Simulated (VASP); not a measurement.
# P (Pm-3m) in VASP: a series of runs

P is run at these levels: PBE; tasks: single point.

All numbers are computed with VASP 6.6.1; they aren't measurements. Logs are shortened: lines on timing, memory, paths and dates and some standing lists are left out, and cuts for length are marked.

## 1. The cell of the first run

The structure is cubic, space group Pm-3m (No. 221). Conventional cell: a = 2.360 Å, b = 2.360 Å, c = 2.360 Å, α = 90.00°, β = 90.00°, γ = 90.00°. Within 3.1 Å of P (site symmetry m-3m) lie 6 P at 2.36 Å.

## 2. Single point, PBE

The input, INCAR:

```
ALGO = Normal ; EDIFF = 1E-6
ENCUT = 520 ; GGA = PE
ISIF = 2 ; ISMEAR = -1
LASPH = True ; LCHARG = True
LELF = True ; LREAL = False
LVHAR = True ; LWAVE = False
NBANDS = 8 ; NELM = 60
PREC = Accurate ; SIGMA = 0.05
```

The input, KPOINTS:

```
k-points
0
Gamma
  16 16 16
```

The input, POSCAR:

```
P
1.0
    2.3600594342      0.0000000000      0.0000000000
    0.0000000000      2.3600594342      0.0000000000
    0.0000000000      0.0000000000      2.3600594342
P
1
Direct
    0.0000000000      0.0000000000      0.0000000000
```

Potentials or basis: VASP PAW PBE potentials, release 64 (P).

On the command line:

```
cat potpaw_PBE.64/P/POTCAR > POTCAR
mpirun -np 1 vasp_std > vasp.out
```

OUTCAR:

```text
EDIFF = 1E-6
   ENCUT = 520
   GGA = PE
   ISIF = 2
   ISMEAR = -1
   LASPH = True
   LREAL = False
   NELM = 60
   PREC = Accurate

 ion  position               nearest neighbor table
   1  0.000  0.000  0.000-

  LATTYP: Found a simple cubic cell.
 ALAT       =     2.3600594342

  Lattice vectors:

 A1 = (   2.3600594342,   0.0000000000,   0.0000000000)
 A2 = (   0.0000000000,   2.3600594342,   0.0000000000)
 A3 = (   0.0000000000,   0.0000000000,   2.3600594342)

Analysis of symmetry for initial positions (statically):
=====================================================================
 Subroutine PRICEL returns:
 Original cell was already a primitive cell.

 Routine SETGRP: Setting up the symmetry group for a
 simple cubic supercell.

 Subroutine GETGRP returns: Found 48 space group operations
 (whereof 48 operations were pure point group operations)
 out of a pool of 48 trial point group operations.

The static configuration has the point symmetry O_h .

Analysis of symmetry for dynamics (positions and initial velocities):
=====================================================================
 Subroutine PRICEL returns:
 Original cell was already a primitive cell.

 Routine SETGRP: Setting up the symmetry group for a
 simple cubic supercell.

 Subroutine GETGRP returns: Found 48 space group operations
 (whereof 48 operations were pure point group operations)
 out of a pool of 48 trial point group operations.

The dynamic configuration has the point symmetry O_h .

 Subroutine INISYM returns: Found 48 space group operations
 (whereof 48 operations are pure point group operations),
 and found     1 'primitive' translations

----------------------------------------------------------------------------------------

                                     Primitive cell

  volume of cell :      13.1452

  direct lattice vectors                    reciprocal lattice vectors
     2.360059434  0.000000000  0.000000000     0.423718143  0.000000000  0.000000000
     0.000000000  2.360059434  0.000000000     0.000000000  0.423718143  0.000000000
     0.000000000  0.000000000  2.360059434     0.000000000  0.000000000  0.423718143

  length of vectors
     2.360059434  2.360059434  2.360059434     0.423718143  0.423718143  0.423718143

  position of ions in fractional coordinates (direct lattice)
     0.000000000  0.000000000  0.000000000

  ion indices of the primitive-cell ions
   primitive index   ion index
                 1           1

----------------------------------------------------------------------------------------

 KPOINTS: k-points

Automatic generation of k-mesh.
 Grid dimensions read from file:
 generate k-points for:   16   16   16

 Generating k-lattice:

  Cartesian coordinates                     Fractional coordinates (reciprocal lattice)
     0.026482384  0.000000000  0.000000000     0.062500000  0.000000000  0.000000000
     0.000000000  0.026482384  0.000000000     0.000000000  0.062500000  0.000000000
     0.000000000  0.000000000  0.026482384     0.000000000  0.000000000  0.062500000

  Length of vectors
     0.026482384  0.026482384  0.026482384

  Shift w.r.t. Gamma in fractional coordinates (k-lattice)
     0.000000000  0.000000000  0.000000000

 Subroutine IBZKPT returns following result:
 ===========================================

 Found    165 irreducible k-points:

 Following reciprocal coordinates:
            Coordinates               Weight
  0.000000  0.000000  0.000000      1.000000
  0.062500  0.000000  0.000000      6.000000
  0.125000  0.000000  0.000000      6.000000
  0.187500  0.000000  0.000000      6.000000
  0.250000  0.000000  0.000000      6.000000
  0.312500  0.000000  0.000000      6.000000
[... 16 lines left out ...]
  0.437500  0.125000  0.000000     24.000000
  0.500000  0.125000  0.000000     12.000000
 [... further k-points ...]
   k-points           NKPTS =    165   k-points in BZ     NKDIM =    165   number of bands    NBANDS=      8
   number of dos      NEDOS =    301   number of ions     NIONS =      1
   total plane-waves  NPLWV =   5832
   dimension x,y,z NGX =    18 NGY =   18 NGZ =   18
   dimension x,y,z NGXF=    36 NGYF=   36 NGZF=   36
   ions per type =               1
   NGX,Y,Z   is equivalent  to a cutoff of  12.68, 12.68, 12.68 a.u.
   NGXF,Y,Z  is equivalent  to a cutoff of  25.36, 25.36, 25.36 a.u.
 SYSTEM =  unknown system
   PREC   = accura    normal or accurate (medium, high low for compatibility)
   ISTART =      0    job   : 0-new  1-cont  2-samecut
   ICHARG =      2    charge: 1-file 2-atom 10-const
   ISPIN  =      1    spin polarized calculation?
   LNONCOLLINEAR =      F non collinear calculations
   LSORBIT =      F    spin-orbit coupling
   LASPH  =      T    aspherical Exc in radial PAW
   ENCUT  =  520.0 eV  38.22 Ry    6.18 a.u.   4.39  4.39  4.39*2*pi/ulx,y,z
   NELM   =     60;   NELMIN=  2; NELMDL= -5     # of ELM steps
   EDIFF  = 0.1E-05   stopping-criterion for ELM
   LREAL  =      F    real-space projection
   EDIFFG = 0.1E-04   stopping-criterion for IOM
   NSW    =      0    number of steps for IOM
   IBRION =     -1    ionic relax: 0-MD 1-quasi-New 2-CG
   NFREE  =      0    steps in history (QN), initial steepest desc. (CG)
   ISIF   =      2    stress and relaxation
   ISYM   =      2    0-nonsym 1-usesym 2-fastsym
   POTIM  = 0.5000    time-step for ionic-motion
   TEBEG  =    0.0;   TEEND  =   0.0 temperature during run
   PSTRESS=    0.0 pullay stress
   NELECT =       5.0000    total number of electrons
   NUPDOWN=      -1.0000    fix difference up-down
   EMIN   =  10.00;   EMAX   =-10.00  energy-range for DOS
   EFERMI =   0.00;   METHOD = LEGACY
   ISMEAR =    -1;   SIGMA  =   0.05  broadening in eV -4-tet -1-fermi 0-gaus
   EFERMI_NEDOS =   21; number of points for ismear=-14 and -15
   IALGO  =     38    algorithm
   IMIX   =      4    mixing-type and parameters
     AMIX     =   0.40;   BMIX     =  1.00
     AMIX_MAG =   1.60;   BMIX_MAG =  1.00
  volume/ion in A,a.u.               =      13.15        88.71
  Fermi-wavevector in a.u.,A,eV,Ry     =   1.186156  2.241510 19.142943  1.406967
  Thomas-Fermi vector in A             =   2.322335
   LORBIT       =      0    0 simple, 1 ext, 2 COOP (PROOUT), +10 PAW based schemes
   GGA     = PE    functional components
[... 5 lines left out ...]
 non-spin polarized calculation
  energy-cutoff  :      520.00
  volume of cell :       13.15
 maximum number of plane-waves:       368
 NGX is ok and might be reduce to    18
   NGX =  9   NGY =  9   NGZ =  9

 number of electron       5.0000002 magnetization

 Free energy of the ion-electron system (eV)
  ---------------------------------------------------
  ext. energy  EPLUGINS =         0.00000000
  ---------------------------------------------------
  free energy    TOTEN  =        -5.21978822 eV

  energy without entropy =       -5.21872894  energy(sigma->0) =       -5.21925858

 E-fermi :  11.3552     XC(G=0): -11.7344

 val. band max:       11.2809204054   @ k =   0.2500   0.1875   0.1875
 cond. band min:      11.4868371486   @ k =   0.4375   0.2500   0.0000
 fundamental gap:      0.2059167432
 Fermi energy:        11.3552155901

 k-point     1 :       0.0000    0.0000    0.0000
  band No.  band energies     occupation
      1      -6.4268      2.00000
      2      16.7632      0.00000
      3      16.7632      0.00000
      4      16.7632      0.00000
      5      17.8131      0.00000
      6      17.8131      0.00000
      7      26.7170      0.00000
      8      36.9966      0.00000

 k-point     2 :       0.0625    0.0000    0.0000
  band No.  band energies     occupation
      1      -6.3300      2.00000
      2      14.7655      0.00000
      3      16.8408      0.00000
      4      16.8408      0.00000
      5      17.8901      0.00000
      6      19.6976      0.00000
      7      27.0398      0.00000
      8      36.2618      0.00000

 k-point     3 :       0.1250    0.0000    0.0000
  band No.  band energies     occupation
      1      -6.0406      2.00000
      2      12.3419      0.00000
      3      17.0718      0.00000
      4      17.0718      0.00000
      5      18.1172      0.00000
      6      21.7153      0.00000
      7      28.0523      0.00000
      8      34.5920      0.00000

 k-point     4 :       0.1875    0.0000    0.0000
  band No.  band energies     occupation
      1      -5.5615      2.00000
      2       9.9869      2.00000
      3      17.4499      0.00000
      4      17.4499      0.00000
      5      18.4817      0.00000
      6      23.3163      0.00000
      7      29.7193      0.00000
      8      32.6451      0.00000

 k-point     5 :       0.2500    0.0000    0.0000
  band No.  band energies     occupation
      1      -4.8990      2.00000
      2       7.7571      2.00000
      3      17.9614      0.00000
      4      17.9614      0.00000
      5      18.9582      0.00000
      6      24.6015      0.00000
      7      30.7186      0.00000
      8      30.7186      0.00000
[... 177 lines left out ...]
 k-point    22 :       0.3750    0.1250    0.0000
  band No.  band energies     occupation
      1      -2.7136      2.00000
      2       4.1776      2.00000
      3      15.1731      0.00000
      4      19.5324      0.00000
      5      22.4610      0.00000
      6      24.0351      0.00000
      7      27.7425      0.00000
      8      29.2836      0.00000

 k-point    23 :       0.4375    0.1250    0.0000
  band No.  band energies     occupation
      1      -1.7191      2.00000
      2       2.6525      2.00000
      3      15.7737      0.00000
      4      20.0944      0.00000
      5      22.1292      0.00000
      6      23.7732      0.00000
      7      26.6712      0.00000
      8      30.0009      0.00000

 k-point    24 :       0.5000    0.1250    0.0000
  band No.  band energies     occupation
      1      -1.1711      2.00000
      2       1.9271      2.00000
      3      16.0296      0.00000
      4      20.3321      0.00000
      5      21.8179      0.00000
      6      23.8574      0.00000
      7      26.2628      0.00000
      8      30.2807      0.00000

 [... further k-points ...]
[... 5 lines left out ...]
  --------------------------------------------------------------------------------------
  -------------------------------------------------------------------------------------
  Total        1.1935973      1.1935973      1.1935973     -0.0000000      0.0000000      0.0000000
  in kB      145.4787644    145.4787644    145.4787644     -0.0000000      0.0000000      0.0000000
  external PRESSURE =     145.4787644 kB  Pullay stress =       0.0000000 kB

 VOLUME and BASIS-vectors are now :
 -----------------------------------------------------------------------------
  energy-cutoff  :      520.00
  volume of cell :       13.15
      direct lattice vectors                 reciprocal lattice vectors
     2.360059434  0.000000000  0.000000000     0.423718143  0.000000000  0.000000000
     0.000000000  2.360059434  0.000000000     0.000000000  0.423718143  0.000000000
     0.000000000  0.000000000  2.360059434     0.000000000  0.000000000  0.423718143

 POSITION                                       TOTAL-FORCE (eV/Angst)
 -----------------------------------------------------------------------------------
      0.00000      0.00000      0.00000         0.000000      0.000000      0.000000
 -----------------------------------------------------------------------------------
    total drift:                               -0.000000      0.000000      0.000000

  FREE ENERGIE OF THE ION-ELECTRON SYSTEM (eV)
  ---------------------------------------------------
  free  energy   TOTEN  =        -5.2197882203 eV

  energy  without entropy=       -5.2187289382  energy(sigma->0) =       -5.21925858
```

It took 4.5 s on 1 thread of Intel Xeon 6975P-C (Granite Rapids), shared host; peak memory 0.12 GiB.

Results:

* Free energy: -5.2198 eV
* Pressure: 14.5 GPa

Levels at points of the mesh, in eV from the Fermi level:
```csv
k point,band 1,band 2,band 3,band 4,band 5,band 6,band 7
"(0.00, 0.00, 0.00)",-17.78,5.41,5.41,5.41,6.46,6.46,15.36
"(0.50, 0.00, 0.00)",-12.91,-9.78,8.69,8.69,9.25,14.60,14.60
"(0.50, 0.50, 0.00)",-7.56,-5.98,-5.98,0.14,11.77,17.38,17.38
"(0.50, 0.50, 0.50)",-2.49,-2.49,-2.49,-0.60,4.13,4.13,4.13
```

## 3. Single point, PBE

The input, INCAR:

```
PREC     = Accurate       # precision mode
ENCUT    = 520            # plane-wave cutoff, eV
EDIFF    = 1E-6           # SCF threshold, eV
ISMEAR   = -1             # smearing method
SIGMA    = 0.05           # smearing width, eV
LREAL    = False          # projectors in reciprocal space
LASPH    = True           # aspherical terms in the spheres
NELM     = 60             # most SCF steps
ALGO     = Normal         # electronic algorithm
ISIF     = 2              # what is computed and relaxed
LWAVE    = False          # write WAVECAR
LCHARG   = False          # write CHGCAR
GGA      = PE             # functional
NBANDS   = 8              # bands
```

The input, KPOINTS:

```
regular mesh
0
Gamma
  16 16 16
```

The input, POSCAR:

```
P
1.0
    2.3601582784      0.0000000000      0.0000000000
    0.0000000000      2.3601582784      0.0000000000
    0.0000000000      0.0000000000      2.3601582784
P
1
Direct
    0.0000000000      0.0000000000      0.0000000000
```

Potentials or basis: VASP PAW PBE potentials, release 64 (P).

On the command line:

```
cat potpaw_PBE.64/P/POTCAR > POTCAR
mpirun -np 1 vasp_std > vasp.out
```

Wall time 4.6 s (1 thread of Intel Xeon 6975P-C (Granite Rapids), shared host); peak memory 0.12 GiB.

It converged, with:

| Property | Result |
| --- | --- |
| Free energy | -5.2199 eV |
| Pressure | 14.5 GPa |

Levels at points of the mesh, in eV from the Fermi level:
| k point | band 1 | band 2 | band 3 | band 4 | band 5 | band 6 | band 7 | band 8 |
| --- | --- | --- | --- | --- | --- | --- | --- | --- |
| (0.00, 0.00, 0.00) | -17.78 | 5.41 | 5.41 | 5.41 | 6.46 | 6.46 | 15.36 | 25.64 |
| (0.50, 0.00, 0.00) | -12.91 | -9.78 | 8.69 | 8.69 | 9.25 | 14.60 | 14.60 | 17.41 |
| (0.50, 0.50, 0.00) | -7.56 | -5.98 | -5.98 | 0.14 | 11.77 | 17.38 | 17.38 | 18.25 |
| (0.50, 0.50, 0.50) | -2.49 | -2.49 | -2.49 | -0.60 | 4.13 | 4.13 | 4.13 | 10.77 |
